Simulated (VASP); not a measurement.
# SiC (I-4m2) in VASP: further runs

The runs below take SiC through single point, with PBE.

All numbers are computed with VASP 6.6.1; they aren't measurements. Logs are shortened: lines on timing, memory, paths and dates and some standing lists are left out, and cuts for length are marked.

## Step 1: The cell of the first run

The structure is tetragonal, space group I-4m2 (No. 119). The conventional cell has a = 3.080 Å, b = 3.080 Å, c = 4.505 Å, α = 90.00°, β = 90.00°, γ = 90.00°. Si (site symmetry -4m2) has 4 C at 1.91 Å within 2.5 Å. Within 2.5 Å of C (site symmetry -4m2) lie 4 Si at 1.91 Å.

## Step 2: Single point, PBE (uniaxial y strain +3.4%)

INCAR

```
PREC = Accurate
ENCUT = 520
EDIFF = 1E-6
ISMEAR = -1
SIGMA = 0.02
LREAL = F
LASPH = T
NELM = 60
ALGO = Normal
ISIF = 2
LWAVE = F
LCHARG = F
GGA = PE
NBANDS = 11
```

KPOINTS

```
Automatic mesh
0
Gamma
  10 10 10
```

POSCAR

```
SiC
1.0
    0.0000000000      2.2525390581      2.1780497564
    2.1780497564      0.0000000000      2.1780497564
    2.1780497564      2.2525390581      0.0000000000
Si C
1 1
Direct
    0.2500000000      0.2500000000      0.2500000000
    0.0000000000      0.0000000000      0.0000000000
```

Potentials or basis: VASP PAW PBE potentials, release 64 (Si, C).

Launch:

```console
$ cat potpaw_PBE.64/Si/POTCAR potpaw_PBE.64/C/POTCAR > POTCAR
$ mpirun -np 1 vasp_std > vasp.out
```

OUTCAR:

```text
PREC = Accurate
   ENCUT = 520
   EDIFF = 1E-6
   ISMEAR = -1
   LREAL = F
   LASPH = T
   NELM = 60
   ISIF = 2
   GGA = PE

 ion  position               nearest neighbor table
   1  0.250  0.250  0.250-   2 1.91   2 1.91   2 1.91   2 1.91
   2  0.000  0.000  0.000-   1 1.91   1 1.91   1 1.91   1 1.91

  LATTYP: Found a body centered tetragonal cell.
 ALAT       =     3.0802275050
 C/A-ratio  =     1.4625796662

  Lattice vectors:

 A1 = (   0.0000000000,  -2.2525390581,   2.1780497564)
 A2 = (   0.0000000000,  -2.2525390581,  -2.1780497564)
 A3 = (   2.1780497564,   2.2525390581,   0.0000000000)

Analysis of symmetry for initial positions (statically):
=====================================================================
 Subroutine PRICEL returns:
 Original cell was already a primitive cell.

 Routine SETGRP: Setting up the symmetry group for a
 body centered tetragonal supercell.

 Subroutine GETGRP returns: Found  8 space group operations
 (whereof  8 operations were pure point group operations)
 out of a pool of 16 trial point group operations.

The static configuration has the point symmetry D_2d.

Analysis of symmetry for dynamics (positions and initial velocities):
=====================================================================
 Subroutine PRICEL returns:
 Original cell was already a primitive cell.

 Routine SETGRP: Setting up the symmetry group for a
 body centered tetragonal supercell.

 Subroutine GETGRP returns: Found  8 space group operations
 (whereof  8 operations were pure point group operations)
 out of a pool of 16 trial point group operations.

The dynamic configuration has the point symmetry D_2d.

 Subroutine INISYM returns: Found  8 space group operations
 (whereof  8 operations are pure point group operations),
 and found     1 'primitive' translations

----------------------------------------------------------------------------------------

                                     Primitive cell

  volume of cell :      21.3716

  direct lattice vectors                    reciprocal lattice vectors
     0.000000000  2.252539058  2.178049756    -0.229563167  0.221971734  0.229563167
     2.178049756  0.000000000  2.178049756     0.229563167 -0.221971734  0.229563167
     2.178049756  2.252539058  0.000000000     0.229563167  0.221971734 -0.229563167

  length of vectors
     3.133342137  3.080227505  3.133342137     0.393281001  0.393281001  0.393281001

  position of ions in fractional coordinates (direct lattice)
     0.250000000  0.250000000  0.250000000
     0.000000000  0.000000000  0.000000000

  ion indices of the primitive-cell ions
   primitive index   ion index
                 1           1
                 2           2

----------------------------------------------------------------------------------------

 KPOINTS: Automatic mesh

Automatic generation of k-mesh.
 Grid dimensions read from file:
 generate k-points for:   10   10   10

 Generating k-lattice:

  Cartesian coordinates                     Fractional coordinates (reciprocal lattice)
    -0.022956317  0.022197173  0.022956317     0.100000000  0.000000000  0.000000000
     0.022956317 -0.022197173  0.022956317    -0.000000000  0.100000000 -0.000000000
     0.022956317  0.022197173 -0.022956317     0.000000000  0.000000000  0.100000000

  Length of vectors
     0.039328100  0.039328100  0.039328100

  Shift w.r.t. Gamma in fractional coordinates (k-lattice)
     0.000000000  0.000000000  0.000000000

 Subroutine IBZKPT returns following result:
 ===========================================

 Found    102 irreducible k-points:

 Following reciprocal coordinates:
            Coordinates               Weight
  0.000000  0.000000  0.000000      1.000000
  0.100000  0.000000  0.000000      8.000000
  0.200000  0.000000  0.000000      8.000000
  0.300000  0.000000  0.000000      8.000000
  0.400000  0.000000  0.000000      8.000000
  0.500000  0.000000 -0.000000      4.000000
[... 16 lines left out ...]
  0.300000  0.300000  0.000000      4.000000
  0.400000  0.300000  0.000000     16.000000
 [... further k-points ...]
   k-points           NKPTS =    102   k-points in BZ     NKDIM =    102   number of bands    NBANDS=     11
   number of dos      NEDOS =    301   number of ions     NIONS =      2
   total plane-waves  NPLWV =  13824
   dimension x,y,z NGX =    24 NGY =   24 NGZ =   24
   dimension x,y,z NGXF=    48 NGYF=   48 NGZF=   48
   ions per type =               1   1
   NGX,Y,Z   is equivalent  to a cutoff of  12.73, 12.95, 12.73 a.u.
   NGXF,Y,Z  is equivalent  to a cutoff of  25.47, 25.91, 25.47 a.u.
 SYSTEM =  unknown system
   PREC   = accura    normal or accurate (medium, high low for compatibility)
   ISTART =      0    job   : 0-new  1-cont  2-samecut
   ICHARG =      2    charge: 1-file 2-atom 10-const
   ISPIN  =      1    spin polarized calculation?
   LNONCOLLINEAR =      F non collinear calculations
   LSORBIT =      F    spin-orbit coupling
   LASPH  =      T    aspherical Exc in radial PAW
   ENCUT  =  520.0 eV  38.22 Ry    6.18 a.u.   5.83  5.73  5.83*2*pi/ulx,y,z
   NELM   =     60;   NELMIN=  2; NELMDL= -5     # of ELM steps
   EDIFF  = 0.1E-05   stopping-criterion for ELM
   LREAL  =      F    real-space projection
[... 7 lines left out ...]
   TEBEG  =    0.0;   TEEND  =   0.0 temperature during run
   PSTRESS=    0.0 pullay stress
   NELECT =       8.0000    total number of electrons
   NUPDOWN=      -1.0000    fix difference up-down
   EMIN   =  10.00;   EMAX   =-10.00  energy-range for DOS
   EFERMI =   0.00;   METHOD = LEGACY
   ISMEAR =    -1;   SIGMA  =   0.02  broadening in eV -4-tet -1-fermi 0-gaus
   EFERMI_NEDOS =   21; number of points for ismear=-14 and -15
   IALGO  =     38    algorithm
   IMIX   =      4    mixing-type and parameters
     AMIX     =   0.40;   BMIX     =  1.00
     AMIX_MAG =   1.60;   BMIX_MAG =  1.00
  volume/ion in A,a.u.               =      10.69        72.11
  Fermi-wavevector in a.u.,A,eV,Ry     =   1.179847  2.229587 18.939825  1.392038
  Thomas-Fermi vector in A             =   2.316150
   LORBIT       =      0    0 simple, 1 ext, 2 COOP (PROOUT), +10 PAW based schemes
   GGA     = PE    functional components
   LHFCALC =     F    Hartree Fock is set to
   AEXX    =    0.0000 exact exchange contribution
   IVDW    =     0    specifies the selected vdW correction
   LEPSILON=     F    determine dielectric tensor
   LRPA    =     F    only Hartree local field effects (RPA)
 non-spin polarized calculation
  energy-cutoff  :      520.00
  volume of cell :       21.37
 maximum number of plane-waves:       592
   NGX = 11   NGY = 11   NGZ = 11

 number of electron       8.0000001 magnetization

 Free energy of the ion-electron system (eV)
  ---------------------------------------------------
  ext. energy  EPLUGINS =         0.00000000
  ---------------------------------------------------
  free energy    TOTEN  =       -15.04322197 eV

  energy without entropy =      -15.04322197  energy(sigma->0) =      -15.04322197

 E-fermi :   8.1919     XC(G=0): -11.2170

 val. band max:        7.8324727288   @ k =   0.0000   0.0000   0.0000
 cond. band min:       9.0439507220   @ k =   0.5000   0.5000   0.0000
 fundamental gap:      1.2114779932
 Fermi energy:         8.1918862907

 k-point     1 :       0.0000    0.0000    0.0000
  band No.  band energies     occupation
      1      -7.4018      2.00000
      2       7.5934      2.00000
      3       7.8325      2.00000
      4       7.8325      2.00000
      5      13.5967      0.00000
      6      14.8111      0.00000
      7      14.8111      0.00000
      8      14.8986      0.00000
      9      21.5272      0.00000
     10      22.5726      0.00000
     11      23.7339      0.00000

 k-point     2 :       0.1000    0.0000    0.0000
  band No.  band energies     occupation
      1      -7.2113      2.00000
      2       6.7365      2.00000
      3       7.5365      2.00000
      4       7.7143      2.00000
      5      13.9015      0.00000
      6      14.9644      0.00000
      7      15.0618      0.00000
      8      15.1984      0.00000
      9      20.7040      0.00000
     10      21.5545      0.00000
     11      23.7636      0.00000

 k-point     3 :       0.2000    0.0000    0.0000
  band No.  band energies     occupation
      1      -6.6486      2.00000
      2       4.6575      2.00000
      3       7.1868      2.00000
      4       7.4437      2.00000
      5      13.6329      0.00000
      6      15.3652      0.00000
      7      15.5039      0.00000
      8      16.2570      0.00000
      9      20.2605      0.00000
     10      20.7141      0.00000
     11      22.9611      0.00000

 k-point     4 :       0.3000    0.0000    0.0000
  band No.  band energies     occupation
      1      -5.7500      2.00000
      2       2.3941      2.00000
      3       6.8341      2.00000
      4       7.1667      2.00000
      5      13.1961      0.00000
      6      15.2040      0.00000
      7      15.5278      0.00000
      8      17.2623      0.00000
      9      21.2226      0.00000
     10      21.2585      0.00000
     11      22.6698      0.00000
[... 239 lines left out ...]
 k-point    22 :      -0.2000    0.2000    0.0000
  band No.  band energies     occupation
      1      -5.4664      2.00000
      2       3.0388      2.00000
      3       4.6895      2.00000
      4       7.0028      2.00000
      5      13.9853      0.00000
      6      15.3764      0.00000
      7      15.9833      0.00000
      8      16.7989      0.00000
      9      19.1485      0.00000
     10      22.7299      0.00000
     11      26.7403      0.00000

 k-point    23 :       0.3000    0.3000    0.0000
  band No.  band energies     occupation
      1      -5.1432      2.00000
      2       3.5123      2.00000
      3       5.2943      2.00000
      4       5.3908      2.00000
      5      10.8356      0.00000
      6      13.1191      0.00000
      7      18.4857      0.00000
      8      19.3890      0.00000
      9      19.9502      0.00000
     10      24.3636      0.00000
     11      28.7971      0.00000

 k-point    24 :       0.4000    0.3000    0.0000
  band No.  band energies     occupation
      1      -4.2882      2.00000
      2       2.2916      2.00000
      3       4.6171      2.00000
      4       5.0807      2.00000
      5      10.5333      0.00000
      6      13.0781      0.00000
      7      18.7052      0.00000
      8      19.6471      0.00000
      9      21.2434      0.00000
     10      25.4052      0.00000
     11      28.5014      0.00000

 [... further k-points ...]
[... 5 lines left out ...]
  --------------------------------------------------------------------------------------
  -------------------------------------------------------------------------------------
  Total       -0.0830332     -1.3087871     -0.0830332      0.0000000      0.0000000      0.0000000
  in kB       -6.2247870    -98.1164165     -6.2247870      0.0000000      0.0000000      0.0000000
  external PRESSURE =     -36.8553302 kB  Pullay stress =       0.0000000 kB

 VOLUME and BASIS-vectors are now :
 -----------------------------------------------------------------------------
  energy-cutoff  :      520.00
  volume of cell :       21.37
      direct lattice vectors                 reciprocal lattice vectors
     0.000000000  2.252539058  2.178049756    -0.229563167  0.221971734  0.229563167
     2.178049756  0.000000000  2.178049756     0.229563167 -0.221971734  0.229563167
     2.178049756  2.252539058  0.000000000     0.229563167  0.221971734 -0.229563167

 POSITION                                       TOTAL-FORCE (eV/Angst)
 -----------------------------------------------------------------------------------
      1.08902      1.12627      1.08902        -0.000000      0.000000     -0.000000
      0.00000      0.00000      0.00000         0.000000      0.000000      0.000000
 -----------------------------------------------------------------------------------
    total drift:                               -0.000000     -0.000000     -0.000000

  FREE ENERGIE OF THE ION-ELECTRON SYSTEM (eV)
  ---------------------------------------------------
  free  energy   TOTEN  =       -15.0432219699 eV

  energy  without entropy=      -15.0432219699  energy(sigma->0) =      -15.04322197
```

Run time: 7.8 s. Hardware: 1 thread of Intel Xeon Platinum 8481C at 2.70GHz (Sapphire Rapids), shared host; peak memory 0.14 GiB.

What came out:

```
Free energy            : -15.0432 eV
Pressure               : -3.7 GPa
Band gap on the k mesh : 1.21 eV, indirect (least direct gap 4.48 eV)
```

Caveat: the cell differs from its parent crystal (uniaxial y strain +3.4%).

## Step 3: Single point, PBE (biaxial xy strain +4.0%)

INCAR

```
  ALGO = Normal
  EDIFF = 1E-6
  ENCUT = 520
  GGA = PE
  ISIF = 2
  ISMEAR = -1
  LASPH = T
  LCHARG = F
  LREAL = F
  LWAVE = F
  NBANDS = 11
  NELM = 100
  PREC = Accurate
  SIGMA = 0.02
```

KPOINTS

```
k-points
0
Gamma
  10 10 10
```

POSCAR

```
SiC
1.0
    0.0000000000      2.2643005268      2.1780497564
    2.2643005268      0.0000000000      2.1780497564
    2.2643005268      2.2643005268      0.0000000000
Si C
1 1
Direct
    0.2500000000      0.2500000000      0.2500000000
    0.0000000000      0.0000000000      0.0000000000
```

Potentials or basis: VASP PAW PBE potentials, release 64 (Si, C).

Launch:

```console
$ cat potpaw_PBE.64/Si/POTCAR potpaw_PBE.64/C/POTCAR > POTCAR
$ mpirun -np 1 vasp_std > vasp.out
```

Wall time 7.9 s (1 thread of Intel Xeon Platinum 8481C at 2.70GHz (Sapphire Rapids), shared host); peak memory 0.14 GiB.

Results (log left out):

```yaml
Free_energy: -14.9935 eV
Pressure: -11.7 GPa
Band_gap_on_the_k_mesh: 1.05 eV, indirect (least direct gap 4.41 eV)
```

Stress tensor (GPa, compression positive):
```
-14.71   0.00   0.00
  0.00 -14.71   0.00
  0.00   0.00  -5.62
```

Levels at points of the mesh, in eV from the valence-band top:
| k point | band 1 | band 2 | band 3 | band 4 | band 5 | band 6 | band 7 | band 8 | band 9 |
| --- | --- | --- | --- | --- | --- | --- | --- | --- | --- |
| (0.00, 0.00, 0.00) | -14.98 | -0.24 | -0.24 | 0.00 | 5.17 | 6.56 | 6.68 | 6.68 | 13.36 |
| (0.50, 0.00, 0.00) | -11.69 | -8.29 | -1.41 | -0.99 | 4.50 | 6.50 | 7.12 | 9.48 | 15.01 |
| (0.50, 0.50, 0.00) | -10.13 | -7.42 | -3.46 | -3.46 | 1.05 | 3.47 | 12.90 | 12.90 | 14.00 |
| (0.50, 0.00, 0.50) | -10.40 | -7.88 | -3.09 | -3.03 | 1.38 | 4.12 | 12.49 | 13.41 | 13.54 |

Caveat: the cell differs from its parent crystal (biaxial xy strain +4.0%).
